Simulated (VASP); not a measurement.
# Al3Cu2 (P-3m1) in VASP: notebook, part 3 of 3

VASP 6.6.1.

## 5. Single point, PBEsol (biaxial strain in the a-b plane: -2.0 %, then relaxed in part)

File INCAR:

```
SYSTEM = Al3Cu2
ALGO = Fast
EDIFF = 1E-6
ENCUT = 520
GGA = PS
ISIF = 2
ISMEAR = 0
LASPH = .TRUE.
LCHARG = .TRUE.
LELF = .TRUE.
LREAL = .FALSE.
LVHAR = .TRUE.
LWAVE = .FALSE.
NBANDS = 24
NELM = 100
PREC = Accurate
SIGMA = 0.1
```

File KPOINTS:

```
k-points
0
G
  12 12 8
  0 0 0
```

File POSCAR:

```
Al3Cu2
1.0
    4.0166138820      0.0000000000      0.0000000000
   -2.0083069410      3.4784896590      0.0000000000
    0.0000000000      0.0000000000      5.0297521931
Al Cu
3 2
Direct
    0.0000000000      0.0000000000      0.0000000000
    0.3333333333      0.6666666667      0.3510375935
    0.6666666667      0.3333333333      0.6489624065
    0.3333333333      0.6666666667      0.8396974561
    0.6666666667      0.3333333333      0.1603025439
```

Potentials or basis: VASP PAW PBE potentials, release 64 (Al, Cu).

Command:

```console
> cat potpaw_PBE.64/Al/POTCAR potpaw_PBE.64/Cu/POTCAR > POTCAR
> mpirun -np 1 vasp_std > vasp.out
```

OUTCAR:

```text
SYSTEM = Al3Cu2
   EDIFF = 1E-6
   ENCUT = 520
   GGA = PS
   ISIF = 2
   ISMEAR = 0
   LASPH = .TRUE.
   LREAL = .FALSE.
   NELM = 100
   PREC = Accurate

 ion  position               nearest neighbor table
   1  0.000  0.000  0.000-   4 2.46   5 2.46   4 2.46   5 2.46   5 2.46   4 2.46   2 2.91   3 2.91
                             2 2.91   3 2.91   2 2.91   3 2.91
   2  0.333  0.667  0.351-   4 2.46   5 2.51   5 2.51   5 2.51   4 2.57   3 2.76   3 2.76   3 2.76
                             1 2.91   1 2.91   1 2.91
   3  0.667  0.333  0.649-   5 2.46   4 2.51   4 2.51   4 2.51   5 2.57   2 2.76   2 2.76   2 2.76
                             1 2.91   1 2.91   1 2.91
   4  0.333  0.667  0.840-   1 2.46   1 2.46   1 2.46   2 2.46   3 2.51   3 2.51   3 2.51   2 2.57

   5  0.667  0.333  0.160-   1 2.46   1 2.46   1 2.46   3 2.46   2 2.51   2 2.51   2 2.51   3 2.57

  LATTYP: Found a hexagonal cell.
 ALAT       =     4.0166138820
 C/A-ratio  =     1.2522369192

  Lattice vectors:

 A1 = (   4.0166138820,   0.0000000000,   0.0000000000)
 A2 = (  -2.0083069410,   3.4784896590,   0.0000000000)
 A3 = (   0.0000000000,   0.0000000000,   5.0297521931)

Analysis of symmetry for initial positions (statically):
=====================================================================
 Subroutine PRICEL returns:
 Original cell was already a primitive cell.

 Routine SETGRP: Setting up the symmetry group for a
 hexagonal supercell.

 Subroutine GETGRP returns: Found 12 space group operations
 (whereof 12 operations were pure point group operations)
 out of a pool of 24 trial point group operations.

The static configuration has the point symmetry D_3d.

Analysis of symmetry for dynamics (positions and initial velocities):
=====================================================================
 Subroutine PRICEL returns:
 Original cell was already a primitive cell.

 Routine SETGRP: Setting up the symmetry group for a
 hexagonal supercell.

 Subroutine GETGRP returns: Found 12 space group operations
 (whereof 12 operations were pure point group operations)
 out of a pool of 24 trial point group operations.

The dynamic configuration has the point symmetry D_3d.

 Subroutine INISYM returns: Found 12 space group operations
 (whereof 12 operations are pure point group operations),
 and found     1 'primitive' translations

----------------------------------------------------------------------------------------

                                     Primitive cell

  volume of cell :      70.2744

  direct lattice vectors                    reciprocal lattice vectors
     4.016613882  0.000000000  0.000000000     0.248965927  0.143740545  0.000000000
    -2.008306941  3.478489659  0.000000000     0.000000000  0.287481090  0.000000000
     0.000000000  0.000000000  5.029752193     0.000000000  0.000000000  0.198816952

  length of vectors
     4.016613882  4.016613882  5.029752193     0.287481090  0.287481090  0.198816952

  position of ions in fractional coordinates (direct lattice)
     0.000000000  0.000000000  0.000000000
     0.333333333  0.666666667  0.351037594
     0.666666667  0.333333333  0.648962406
     0.333333333  0.666666667  0.839697456
     0.666666667  0.333333333  0.160302544

  ion indices of the primitive-cell ions
   primitive index   ion index
[... 35 lines left out ...]
  0.083333  0.000000  0.000000      6.000000
  0.166667  0.000000  0.000000      6.000000
  0.250000  0.000000  0.000000      6.000000
  0.333333 -0.000000  0.000000      6.000000
  0.416667  0.000000  0.000000      6.000000
[... 16 lines left out ...]
  0.166667  0.000000  0.125000      6.000000
  0.000000  0.166667  0.125000      6.000000
 [... further k-points ...]
   k-points           NKPTS =    131   k-points in BZ     NKDIM =    131   number of bands    NBANDS=     24
   number of dos      NEDOS =    301   number of ions     NIONS =      5
   total plane-waves  NPLWV =  36000
   dimension x,y,z NGX =    30 NGY =   30 NGZ =   40
   dimension x,y,z NGXF=    60 NGYF=   60 NGZF=   80
   ions per type =               3   2
   NGX,Y,Z   is equivalent  to a cutoff of  12.42, 12.42, 13.22 a.u.
   NGXF,Y,Z  is equivalent  to a cutoff of  24.83, 24.83, 26.44 a.u.
 SYSTEM =  Al3Cu2
   PREC   = accura    normal or accurate (medium, high low for compatibility)
   ISTART =      0    job   : 0-new  1-cont  2-samecut
   ICHARG =      2    charge: 1-file 2-atom 10-const
   ISPIN  =      1    spin polarized calculation?
   LNONCOLLINEAR =      F non collinear calculations
   LSORBIT =      F    spin-orbit coupling
   LASPH  =      T    aspherical Exc in radial PAW
   ENCUT  =  520.0 eV  38.22 Ry    6.18 a.u.   7.47  7.47  9.35*2*pi/ulx,y,z
   NELM   =    100;   NELMIN=  2; NELMDL= -5     # of ELM steps
   EDIFF  = 0.1E-05   stopping-criterion for ELM
   LREAL  =      F    real-space projection
   EDIFFG = 0.1E-04   stopping-criterion for IOM
   NSW    =      0    number of steps for IOM
   IBRION =     -1    ionic relax: 0-MD 1-quasi-New 2-CG
   NFREE  =      0    steps in history (QN), initial steepest desc. (CG)
   ISIF   =      2    stress and relaxation
   ISYM   =      2    0-nonsym 1-usesym 2-fastsym
   POTIM  = 0.5000    time-step for ionic-motion
   TEBEG  =    0.0;   TEEND  =   0.0 temperature during run
   PSTRESS=    0.0 pullay stress
   NELECT =      31.0000    total number of electrons
   NUPDOWN=      -1.0000    fix difference up-down
   EMIN   =  10.00;   EMAX   =-10.00  energy-range for DOS
   EFERMI =   0.00;   METHOD = LEGACY
   ISMEAR =     0;   SIGMA  =   0.10  broadening in eV -4-tet -1-fermi 0-gaus
   EFERMI_NEDOS =   21; number of points for ismear=-14 and -15
   IALGO  =     68    algorithm
   IMIX   =      4    mixing-type and parameters
     AMIX     =   0.40;   BMIX     =  1.00
     AMIX_MAG =   1.60;   BMIX_MAG =  1.00
  volume/ion in A,a.u.               =      14.05        94.85
  Fermi-wavevector in a.u.,A,eV,Ry     =   1.246224  2.355023 21.130873  1.553075
  Thomas-Fermi vector in A             =   2.380411
   LORBIT       =      0    0 simple, 1 ext, 2 COOP (PROOUT), +10 PAW based schemes
   GGA     = PS    functional components
   LHFCALC =     F    Hartree Fock is set to
   AEXX    =    0.0000 exact exchange contribution
   IVDW    =     0    specifies the selected vdW correction
   LEPSILON=     F    determine dielectric tensor
   LRPA    =     F    only Hartree local field effects (RPA)
 non-spin polarized calculation
 RMM-DIIS sequential band-by-band and
 Gauss-broadening in eV      SIGMA  =   0.10
  energy-cutoff  :      520.00
  volume of cell :       70.27
 maximum number of plane-waves:      1918
 NGX is ok and might be reduce to    30
   NGX = 15   NGY = 15   NGZ = 19

 number of electron      31.0000033 magnetization

 Free energy of the ion-electron system (eV)
  ---------------------------------------------------
  ext. energy  EPLUGINS =         0.00000000
  ---------------------------------------------------
  free energy    TOTEN  =       -21.66370607 eV

  energy without entropy =      -21.65587146  energy(sigma->0) =      -21.65978877

 E-fermi :   8.6187     XC(G=0): -11.2043

 val. band max:        8.6178484813   @ k =   0.1667   0.0000   0.5000
 cond. band min:       8.6227875448   @ k =  -0.0833   0.3333   0.1250
 fundamental gap:      0.0049390635
 Fermi energy:         8.6187431370

 k-point     1 :       0.0000    0.0000    0.0000
  band No.  band energies     occupation
      1      -2.8343      2.00000
      2       1.9774      2.00000
      3       2.5170      2.00000
      4       3.1433      2.00000
      5       3.1433      2.00000
      6       3.5137      2.00000
[... 637 lines left out ...]
     23      14.5971      0.00000
     24      14.6195      0.00000

 [... further k-points ...]

------------------------ aborting loop because EDIFF is reached ----------------------------------------

  FORCE on cell =-STRESS in cart. coord.  units (eV):
  Direction    XX          YY          ZZ          XY          YZ          ZX
  --------------------------------------------------------------------------------------
  -------------------------------------------------------------------------------------
  Total        2.6431727      2.6431727      0.1333829      0.0000000     -0.0000000      0.0000000
  in kB       60.2613332     60.2613332      3.0409791      0.0000000     -0.0000000      0.0000000
  external PRESSURE =      41.1878818 kB  Pullay stress =       0.0000000 kB

 VOLUME and BASIS-vectors are now :
 -----------------------------------------------------------------------------
  energy-cutoff  :      520.00
  volume of cell :       70.27
      direct lattice vectors                 reciprocal lattice vectors
     4.016613882  0.000000000  0.000000000     0.248965927  0.143740545  0.000000000
    -2.008306941  3.478489659  0.000000000     0.000000000  0.287481090  0.000000000
     0.000000000  0.000000000  5.029752193     0.000000000  0.000000000  0.198816952

 POSITION                                       TOTAL-FORCE (eV/Angst)
 -----------------------------------------------------------------------------------
      0.00000      0.00000      0.00000        -0.000000      0.000000     -0.000000
     -0.00000      2.31899      1.76563         0.000000     -0.000000      0.007547
      2.00831      1.15950      3.26412        -0.000000      0.000000     -0.007547
     -0.00000      2.31899      4.22347         0.000000      0.000000     -0.002051
      2.00831      1.15950      0.80628         0.000000     -0.000000      0.002051
 -----------------------------------------------------------------------------------
    total drift:                               -0.000000      0.000000      0.000000

  FREE ENERGIE OF THE ION-ELECTRON SYSTEM (eV)
  ---------------------------------------------------
  free  energy   TOTEN  =       -21.6637060725 eV

  energy  without entropy=      -21.6558714588  energy(sigma->0) =      -21.65978877
```

Wall time 4.4 min (1 thread of Intel Xeon Platinum 8488C (Sapphire Rapids), shared host); peak memory 0.32 GiB.

What came out:

| Item | Value |
| --- | --- |
| Free energy | -21.6637 eV |
| Pressure | 4.1 GPa |
| Largest force | 0.008 eV/Å |

Forces on the atoms (eV/Å):
```
Al   0.000  0.000  0.000
Al   0.000  0.000  0.008
Al   0.000  0.000 -0.008
Cu   0.000  0.000 -0.002
Cu   0.000  0.000  0.002
```

Levels at points of the mesh, in eV from the Fermi level:
| k point | band 12 | band 13 | band 14 | band 15 | band 16 | band 17 | band 18 | band 19 | band 20 | band 21 |
| --- | --- | --- | --- | --- | --- | --- | --- | --- | --- | --- |
| (0.00, 0.00, 0.00) | -3.78 | -3.75 | 0.01 | 0.01 | 1.58 | 1.58 | 2.99 | 3.30 | 5.46 | 5.46 |
| (0.50, 0.00, 0.00) | -4.15 | -3.15 | -2.96 | -2.69 | -0.86 | -0.03 | 0.51 | 3.00 | 3.85 | 4.88 |
| (0.00, 0.00, 0.50) | -4.22 | 1.35 | 1.35 | 1.49 | 1.49 | 1.57 | 2.32 | 2.68 | 2.68 | 3.56 |
| (0.50, 0.00, 0.50) | -4.27 | -4.22 | -3.57 | -1.70 | -0.11 | 0.92 | 1.23 | 4.90 | 5.09 | 5.24 |

Caveat: the cell differs from its parent crystal (biaxial strain in the a-b plane: -2.0 %, then relaxed in part); the PAW data sets were made with another functional, which shifts forces and pressure a little.

## 6. Single point, PBEsol (biaxial strain in the a-b plane: -2.0 %)

File INCAR:

```
SYSTEM = Al3Cu2
ALGO = Fast ; EDIFF = 1E-7
ENCUT = 520 ; GGA = PS
ISIF = 2 ; ISMEAR = 0
LASPH = .TRUE. ; LCHARG = .FALSE.
LREAL = .FALSE. ; LWAVE = .FALSE.
NBANDS = 24 ; NELM = 100
PREC = Accurate ; SIGMA = 0.1
```

KPOINTS is that of step 5.

File POSCAR:

```
Al3Cu2
1.0
    4.0166138820      0.0000000000      0.0000000000
   -2.0083069410      3.4784896590      0.0000000000
    0.0000000000      0.0000000000      5.0418860604
Al Cu
3 2
Direct
    0.0000000000      0.0000000000      0.0000000000
    0.3333333333      0.6666666667      0.3512275204
    0.6666666667      0.3333333333      0.6487724796
    0.3333333333      0.6666666667      0.8410920656
    0.6666666667      0.3333333333      0.1589079344
```

Potentials or basis: VASP PAW PBE potentials, release 64 (Al, Cu).

Command:

```console
> cat potpaw_PBE.64/Al/POTCAR potpaw_PBE.64/Cu/POTCAR > POTCAR
> mpirun -np 1 vasp_std > vasp.out
```

Run time: 5.6 min. Hardware: 1 thread of Intel Xeon Platinum 8488C (Sapphire Rapids), shared host; peak memory 0.32 GiB.

The run converged. Its results:

```
Free energy   : -21.6634 eV
Pressure      : 3.8 GPa
Largest force : 0.061 eV/Å
```

Forces on the atoms (eV/Å):
```
Al   0.000  0.000  0.000
Al   0.000  0.000  0.023
Al   0.000  0.000 -0.023
Cu   0.000  0.000 -0.061
Cu   0.000  0.000  0.061
```

Stress tensor (GPa, compression positive):
```
 5.92  0.00  0.00
 0.00  5.92  0.00
 0.00  0.00 -0.33
```

Levels at points of the mesh, in eV from the Fermi level:
| k point | band 12 | band 13 | band 14 | band 15 | band 16 | band 17 | band 18 | band 19 | band 20 | band 21 |
| --- | --- | --- | --- | --- | --- | --- | --- | --- | --- | --- |
| (0.00, 0.00, 0.00) | -3.76 | -3.76 | 0.03 | 0.03 | 1.59 | 1.59 | 3.00 | 3.31 | 5.45 | 5.45 |
| (0.50, 0.00, 0.00) | -4.14 | -3.15 | -2.94 | -2.70 | -0.86 | -0.05 | 0.51 | 3.01 | 3.82 | 4.87 |
| (0.00, 0.00, 0.50) | -4.21 | 1.37 | 1.37 | 1.49 | 1.49 | 1.55 | 2.29 | 2.68 | 2.68 | 3.56 |
| (0.50, 0.00, 0.50) | -4.25 | -4.21 | -3.56 | -1.70 | -0.10 | 0.92 | 1.24 | 4.84 | 5.06 | 5.19 |

Caveat: the cell differs from its parent crystal (biaxial strain in the a-b plane: -2.0 %); the PAW data sets were made with another functional, which shifts forces and pressure a little.

## 7. Overview

```csv
cell,further INCAR settings,gap on the mesh (eV),pressure (GPa),largest force (eV/Å)
"a = 4.140, b = 4.140, c = 5.029 Å, angles 90.0, 90.0, 120.0°, 5 atoms",ALGO = Fast; EDIFF = 1e-06; NBANDS = 24,none,-2.5,-
"a = 3.976, b = 3.976, c = 5.064 Å, angles 90.0, 90.0, 120.0°, 5 atoms",ALGO = Fast; EDIFF = 1e-06; NBANDS = 24,none,6.4,-
"a = 3.976, b = 3.976, c = 5.072 Å, angles 90.0, 90.0, 120.0°, 5 atoms",ALGO = Fast; EDIFF = 1e-07; NBANDS = 24,none,6.1,0.06
"a = 4.017, b = 4.017, c = 5.030 Å, angles 90.0, 90.0, 120.0°, 5 atoms",ALGO = Fast; EDIFF = 1e-06; NBANDS = 24,none,4.1,0.01
"a = 4.017, b = 4.017, c = 5.042 Å, angles 90.0, 90.0, 120.0°, 5 atoms",ALGO = Fast; EDIFF = 1e-07; NBANDS = 24,none,3.8,0.06
```

Alike in all rows: task single point; level PBEsol; potentials or basis VASP PAW PBE potentials, release 64 (Al, Cu); no spin polarisation; k mesh 12 × 12 × 8; cutoff (eV) 520; smearing gaussian 0.1 eV.

Caveats: the PAW data sets were made with another functional, which shifts forces and pressure a little.

Total energies depend on the potentials used, so only differences within one code and one set of settings carry meaning.
